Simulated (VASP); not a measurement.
# Lu (Im-3m) in VASP: further runs

Lu is run at these levels: RPBE; tasks: single point, relaxation of cell and atoms.

Everything below comes from runs of VASP 6.6.1. Logs are shortened: lines on timing, memory, paths and dates and some standing lists are left out, and cuts for length are marked.

## Step 1: The cell of the first run

The structure is cubic, space group Im-3m (No. 229). The conventional cell has a = 4.117 Å, b = 4.117 Å, c = 4.117 Å, α = 90.00°, β = 90.00°, γ = 90.00°. Within 4.7 Å of Lu (site symmetry m-3m) lie 14 Lu at 3.57 to 4.12 Å.

## Step 2: Single point, RPBE (volume scaled by 1.12)

INCAR reads:

```
SYSTEM = Lu
PREC = Accurate
ENCUT = 520
EDIFF = 1E-6
ISMEAR = -1
SIGMA = 0.1
LREAL = .FALSE.
LASPH = .TRUE.
NELM = 60
ALGO = Normal
ISIF = 2
LWAVE = .FALSE.
LCHARG = .FALSE.
GGA = RP
NBANDS = 18
```

KPOINTS reads:

```
regular mesh
0
G
  13 13 13
  0 0 0
```

POSCAR reads:

```
Lu
1.0
   -2.0582665961      2.0582665961      2.0582665961
    2.0582665961     -2.0582665961      2.0582665961
    2.0582665961      2.0582665961     -2.0582665961
Lu
1
Direct
    0.0000000000      0.0000000000      0.0000000000
```

Potentials or basis: VASP PAW PBE potentials, release 64 (Lu).

Command:

```sh
$ cat potpaw_PBE.64/Lu/POTCAR > POTCAR
$ mpirun -np 1 vasp_std > vasp.out
```

OUTCAR:

```text
SYSTEM = Lu
   PREC = Accurate
   ENCUT = 520
   EDIFF = 1E-6
   ISMEAR = -1
   LREAL = .FALSE.
   LASPH = .TRUE.
   NELM = 60
   ISIF = 2
   GGA = RP

 ion  position               nearest neighbor table
   1  0.000  0.000  0.000-

  LATTYP: Found a body centered cubic cell.
 ALAT       =     4.1165331922

  Lattice vectors:

 A1 = (  -2.0582665961,   2.0582665961,   2.0582665961)
 A2 = (   2.0582665961,  -2.0582665961,   2.0582665961)
 A3 = (   2.0582665961,   2.0582665961,  -2.0582665961)

Analysis of symmetry for initial positions (statically):
=====================================================================
 Subroutine PRICEL returns:
 Original cell was already a primitive cell.

 Routine SETGRP: Setting up the symmetry group for a
 body centered cubic supercell.

 Subroutine GETGRP returns: Found 48 space group operations
 (whereof 48 operations were pure point group operations)
 out of a pool of 48 trial point group operations.

The static configuration has the point symmetry O_h .

Analysis of symmetry for dynamics (positions and initial velocities):
=====================================================================
 Subroutine PRICEL returns:
 Original cell was already a primitive cell.

 Routine SETGRP: Setting up the symmetry group for a
 body centered cubic supercell.

 Subroutine GETGRP returns: Found 48 space group operations
 (whereof 48 operations were pure point group operations)
 out of a pool of 48 trial point group operations.

The dynamic configuration has the point symmetry O_h .

 Subroutine INISYM returns: Found 48 space group operations
 (whereof 48 operations are pure point group operations),
 and found     1 'primitive' translations

----------------------------------------------------------------------------------------

                                     Primitive cell

  volume of cell :      34.8791

  direct lattice vectors                    reciprocal lattice vectors
    -2.058266596  2.058266596  2.058266596     0.000000000  0.242922856  0.242922856
     2.058266596 -2.058266596  2.058266596     0.242922856  0.000000000  0.242922856
     2.058266596  2.058266596 -2.058266596     0.242922856  0.242922856  0.000000000

  length of vectors
     3.565022320  3.565022320  3.565022320     0.343544798  0.343544798  0.343544798

  position of ions in fractional coordinates (direct lattice)
[... 65 lines left out ...]
   NGX,Y,Z   is equivalent  to a cutoff of  13.06, 13.06, 13.06 a.u.
   NGXF,Y,Z  is equivalent  to a cutoff of  26.11, 26.11, 26.11 a.u.
 SYSTEM =  Lu
   PREC   = accura    normal or accurate (medium, high low for compatibility)
   ISTART =      0    job   : 0-new  1-cont  2-samecut
   ICHARG =      2    charge: 1-file 2-atom 10-const
   ISPIN  =      1    spin polarized calculation?
   LNONCOLLINEAR =      F non collinear calculations
   LSORBIT =      F    spin-orbit coupling
   LASPH  =      T    aspherical Exc in radial PAW
   ENCUT  =  520.0 eV  38.22 Ry    6.18 a.u.   6.63  6.63  6.63*2*pi/ulx,y,z
   NELM   =     60;   NELMIN=  2; NELMDL= -5     # of ELM steps
   EDIFF  = 0.1E-05   stopping-criterion for ELM
   LREAL  =      F    real-space projection
   EDIFFG = 0.1E-04   stopping-criterion for IOM
   NSW    =      0    number of steps for IOM
   IBRION =     -1    ionic relax: 0-MD 1-quasi-New 2-CG
   NFREE  =      0    steps in history (QN), initial steepest desc. (CG)
   ISIF   =      2    stress and relaxation
   ISYM   =      2    0-nonsym 1-usesym 2-fastsym
   POTIM  = 0.5000    time-step for ionic-motion
   TEBEG  =    0.0;   TEEND  =   0.0 temperature during run
   PSTRESS=    0.0 pullay stress
   NELECT =      25.0000    total number of electrons
   NUPDOWN=      -1.0000    fix difference up-down
   EMIN   =  10.00;   EMAX   =-10.00  energy-range for DOS
   EFERMI =   0.00;   METHOD = LEGACY
   ISMEAR =    -1;   SIGMA  =   0.10  broadening in eV -4-tet -1-fermi 0-gaus
   EFERMI_NEDOS =   21; number of points for ismear=-14 and -15
   IALGO  =     38    algorithm
   IMIX   =      4    mixing-type and parameters
     AMIX     =   0.40;   BMIX     =  1.00
     AMIX_MAG =   1.60;   BMIX_MAG =  1.00
  volume/ion in A,a.u.               =      34.88       235.38
  Fermi-wavevector in a.u.,A,eV,Ry     =   1.465098  2.768633 29.205053  2.146511
  Thomas-Fermi vector in A             =   2.580995
   LORBIT       =      0    0 simple, 1 ext, 2 COOP (PROOUT), +10 PAW based schemes
   GGA     = RP    functional components
   LHFCALC =     F    Hartree Fock is set to
   AEXX    =    0.0000 exact exchange contribution
   IVDW    =     0    specifies the selected vdW correction
   LEPSILON=     F    determine dielectric tensor
   LRPA    =     F    only Hartree local field effects (RPA)
 non-spin polarized calculation
  energy-cutoff  :      520.00
  volume of cell :       34.88
 maximum number of plane-waves:       959
   NGX = 13   NGY = 13   NGZ = 13

 number of electron      25.0000008 magnetization

 Free energy of the ion-electron system (eV)
  ---------------------------------------------------
  ext. energy  EPLUGINS =         0.00000000
  ---------------------------------------------------
  free energy    TOTEN  =        -4.05298951 eV

  energy without entropy =       -3.97877528  energy(sigma->0) =       -4.01588240

 E-fermi :   1.7703     XC(G=0):  -9.7169

 val. band max:        1.7404147341   @ k =   0.2308   0.2308   0.1538
 cond. band min:       1.7726689805   @ k =   0.3846   0.0769   0.0769
 fundamental gap:      0.0322542464
 Fermi energy:         1.7703315589

 k-point     1 :       0.0000    0.0000    0.0000
  band No.  band energies     occupation
      1     -55.1174      2.00000
      2     -25.5978      2.00000
      3     -25.5978      2.00000
      4     -25.5978      2.00000
      5      -3.8645      2.00000
      6      -3.7298      2.00000
[... 481 lines left out ...]
      5      -3.7183      2.00000
      6      -3.7095      2.00000
[... 10 lines left out ...]
     17       6.2289      0.00000
     18      10.2200      0.00000

 [... further k-points ...]
[... 5 lines left out ...]
  --------------------------------------------------------------------------------------
  -------------------------------------------------------------------------------------
  Total       -0.8177098     -0.8177098     -0.8177098     -0.0000000      0.0000000      0.0000000
  in kB      -37.5616731    -37.5616731    -37.5616731     -0.0000000      0.0000000      0.0000000
  external PRESSURE =     -37.5616731 kB  Pullay stress =       0.0000000 kB

 VOLUME and BASIS-vectors are now :
 -----------------------------------------------------------------------------
  energy-cutoff  :      520.00
  volume of cell :       34.88
      direct lattice vectors                 reciprocal lattice vectors
    -2.058266596  2.058266596  2.058266596     0.000000000  0.242922856  0.242922856
     2.058266596 -2.058266596  2.058266596     0.242922856  0.000000000  0.242922856
     2.058266596  2.058266596 -2.058266596     0.242922856  0.242922856  0.000000000

 POSITION                                       TOTAL-FORCE (eV/Angst)
 -----------------------------------------------------------------------------------
      0.00000      0.00000      0.00000         0.000000     -0.000000      0.000000
 -----------------------------------------------------------------------------------
    total drift:                               -0.000000     -0.000000     -0.000000

  FREE ENERGIE OF THE ION-ELECTRON SYSTEM (eV)
  ---------------------------------------------------
  free  energy   TOTEN  =        -4.0529895129 eV

  energy  without entropy=       -3.9787752815  energy(sigma->0) =       -4.01588240
```

OSZICAR:

```text
N       E                     dE             d eps       ncg     rms          rms(c)
DAV:   1     0.869644996288E+02    0.86964E+02   -0.10507E+04  3796   0.457E+03
DAV:   2     0.193698614563E+01   -0.85028E+02   -0.83345E+02  3168   0.361E+02
DAV:   3    -0.391272847511E+01   -0.58497E+01   -0.57984E+01  3472   0.729E+01
DAV:   4    -0.412822120233E+01   -0.21549E+00   -0.21458E+00  4460   0.112E+01
DAV:   5    -0.413170946194E+01   -0.34883E-02   -0.34861E-02  3472   0.132E+00    0.370E+00
DAV:   6    -0.407912269823E+01    0.52587E-01   -0.13463E-01  4606   0.501E+00    0.192E+00
DAV:   7    -0.405423339689E+01    0.24889E-01   -0.55060E-02  4044   0.188E+00    0.256E-01
DAV:   8    -0.405272465593E+01    0.15087E-02   -0.57428E-03  4660   0.924E-01    0.133E-01
DAV:   9    -0.405298352940E+01   -0.25887E-03   -0.64401E-04  3420   0.311E-01    0.586E-02
DAV:  10    -0.405298854857E+01   -0.50192E-05   -0.12714E-04  4082   0.128E-01    0.136E-02
DAV:  11    -0.405299035005E+01   -0.18015E-05   -0.86595E-06  3474   0.292E-02    0.886E-03
DAV:  12    -0.405298951293E+01    0.83712E-06   -0.98053E-07  2432   0.127E-02
   1 F= -.40529895E+01 E0= -.40158824E+01  d E =-.742142E-01
```

stdout:

```text
POSCAR found type information on POSCAR Lu
 POSCAR found :  1 types and       1 ions
 scaLAPACK will be used
 -----------------------------------------------------------------------------
|                                                                             |
|                                                                             |
|     You enforced a specific xc type in the INCAR file but a different       |
|     I HOPE YOU KNOW WHAT YOU ARE DOING!                                     |
|                                                                             |
 -----------------------------------------------------------------------------

 LDA part: xc-table for (Slater+PW92), standard interpolation
 POSCAR, INCAR and KPOINTS ok, starting setup
 FFT: planning ... GRIDC
 FFT: planning ... GRID_SOFT
 FFT: planning ... GRID
 WAVECAR not read
 entering main loop
```

Run time: 39 s. Hardware: 1 thread of Intel Xeon Platinum 8259CL at 2.50GHz (Skylake/Cascade Lake), shared host; peak memory 0.2 GiB.

What came out:

| Quantity | Value |
| --- | --- |
| Free energy | -4.0530 eV |
| Pressure | -3.8 GPa |

Levels at points of the mesh, in eV from the Fermi level:
| k point | band 8 | band 9 | band 10 | band 11 | band 12 | band 13 | band 14 | band 15 | band 16 | band 17 |
| --- | --- | --- | --- | --- | --- | --- | --- | --- | --- | --- |
| (0.00, 0.00, 0.00) | -5.50 | -5.44 | -5.44 | -5.44 | -5.43 | 1.99 | 1.99 | 1.99 | 3.83 | 3.83 |

Caveat: the cell differs from its parent crystal (volume scaled by 1.12); the PAW data sets were made with another functional, which shifts forces and pressure a little; spin-orbit coupling is left out, which moves the levels of the heavy elements.

## Step 3: Relaxation of cell and atoms, RPBE

This run uses another cell than the first one, of 29.50 Å³/atom, 0.846 times its volume.

INCAR reads:

```
PREC = Accurate
ENCUT = 600
EDIFF = 1E-6
ISMEAR = -1
SIGMA = 0.1
LREAL = False
LASPH = True
NELM = 60
ALGO = Normal
ISIF = 3
LWAVE = False
LCHARG = False
GGA = RP
IBRION = 2
NSW = 80
EDIFFG = -0.01
```

KPOINTS reads:

```
regular mesh
0
Gamma
  11 11 11
```

POSCAR reads:

```
Lu
1.0
   -1.9464185914      1.9464185914      1.9464185914
    1.9464185914     -1.9464185914      1.9464185914
    1.9464185914      1.9464185914     -1.9464185914
Lu
1
Direct
    0.0000000000      0.0000000000      0.0000000000
```

Potentials or basis: VASP PAW PBE potentials, release 64 (Lu).

Command:

```sh
$ cat potpaw_PBE.64/Lu/POTCAR > POTCAR
$ mpirun -np 1 vasp_std > vasp.out
```

It took 72 s on 1 thread of Intel Xeon Platinum 8259CL at 2.50GHz (Skylake/Cascade Lake), shared host; peak memory 0.19 GiB.

It converged, with:

* Free energy: -4.0998 eV
* Relaxed volume: 31.19 Å³/atom
* Relaxed cell: a = 3.435 Å, b = 3.435 Å, c = 3.435 Å, α = 109.47°, β = 109.47°, γ = 109.47°
* Space group after relaxing (to 0.05 Å): Im-3m (No. 229)
* Energy gained by relaxing: 13.2 meV/atom
* Ionic steps: 3
* Pressure after relaxing: 0.0 GPa

Step by step:
```csv
step,energy change (eV),largest force (eV/Å),pressure (GPa),volume (Å³)
1,0.0000,0.0000,2.71,29.50
2,-0.0124,0.0000,-0.55,31.68
3,-0.0132,0.0000,-0.01,31.19
```

Final structure:
```
Lu
1.0
    -1.98300    1.98300    1.98300
     1.98300   -1.98300    1.98300
     1.98300    1.98300   -1.98300
Lu
1
Direct
  0.00000 0.00000 0.00000
```

Levels at points of the mesh, in eV from the Fermi level:
| k point | band 10 | band 11 | band 12 | band 13 | band 14 | band 15 |
| --- | --- | --- | --- | --- | --- | --- |
| (0.00, 0.00, 0.00) | -5.19 | -5.19 | -5.18 | 2.12 | 2.12 | 2.12 |

Caveat: the PAW data sets were made with another functional, which shifts forces and pressure a little; spin-orbit coupling is left out, which moves the levels of the heavy elements.

## Step 4: Single point, RPBE

This run uses another cell than the first one, of 31.14 Å³/atom, 0.893 times its volume.

INCAR reads:

```
SYSTEM = Lu
PREC = Accurate
ENCUT = 520
EDIFF = 1E-6
ISMEAR = -1
SIGMA = 0.1
LREAL = .FALSE.
LASPH = .TRUE.
NELM = 60
ALGO = Normal
ISIF = 2
LWAVE = .FALSE.
LCHARG = .FALSE.
GGA = RP
NBANDS = 18
```

KPOINTS reads:

```
regular mesh
0
G
  18 18 18
  0 0 0
```

POSCAR reads:

```
Lu
1.0
   -1.9819633453      1.9819633453      1.9819633453
    1.9819633453     -1.9819633453      1.9819633453
    1.9819633453      1.9819633453     -1.9819633453
Lu
1
Direct
    0.0000000000      0.0000000000      0.0000000000
```

Command:

```sh
$ cat potpaw_PBE.64/Lu/POTCAR > POTCAR
$ mpirun -np 1 vasp_std > vasp.out
```

Run time: 84 s. Hardware: 1 thread of Intel Xeon Platinum 8259CL at 2.50GHz (Skylake/Cascade Lake), shared host; peak memory 0.25 GiB.

It converged, with:

- Free energy: -4.0986 eV
- Pressure: 0.1 GPa

Levels at points of the mesh, in eV from the Fermi level:
```csv
k point,band 8,band 9,band 10,band 11,band 12,band 13,band 14,band 15,band 16,band 17
"(0.00, 0.00, 0.00)",-5.27,-5.19,-5.19,-5.19,-5.17,2.12,2.12,2.12,4.19,4.19
"(0.50, 0.00, 0.00)",-5.21,-5.20,-5.19,-5.18,-2.40,0.28,0.47,3.94,4.87,6.76
"(0.50, 0.50, 0.50)",-5.23,-5.19,-5.19,-5.19,-1.33,-1.33,5.30,5.30,5.30,6.13
```

Caveat: the PAW data sets were made with another functional, which shifts forces and pressure a little; spin-orbit coupling is left out, which moves the levels of the heavy elements.

## Step 5: The runs side by side

| task | cell | k mesh | cutoff (eV) | gap on the mesh (eV) | pressure (GPa) |
| --- | --- | --- | --- | --- | --- |
| single point | a = 3.565 Å, angles 109.5°, 1 atom | 13 × 13 × 13 | 520 | none | -3.8 |
| relaxation of cell and atoms | relaxed from a = 3.371 Å, angles 109.5°, 1 atom | 11 × 11 × 11 | 600 | none | 0.0 |
| single point | a = 3.433 Å, angles 109.5°, 1 atom | 18 × 18 × 18 | 520 | none | 0.1 |

Alike in all rows: level RPBE; potentials or basis VASP PAW PBE potentials, release 64 (Lu); no spin polarisation; smearing fermi-dirac 0.1 eV.

Caveats: the PAW data sets were made with another functional, which shifts forces and pressure a little; spin-orbit coupling is left out, which moves the levels of the heavy elements.

Total energies depend on the potentials used, so only differences within one code and one set of settings carry meaning.
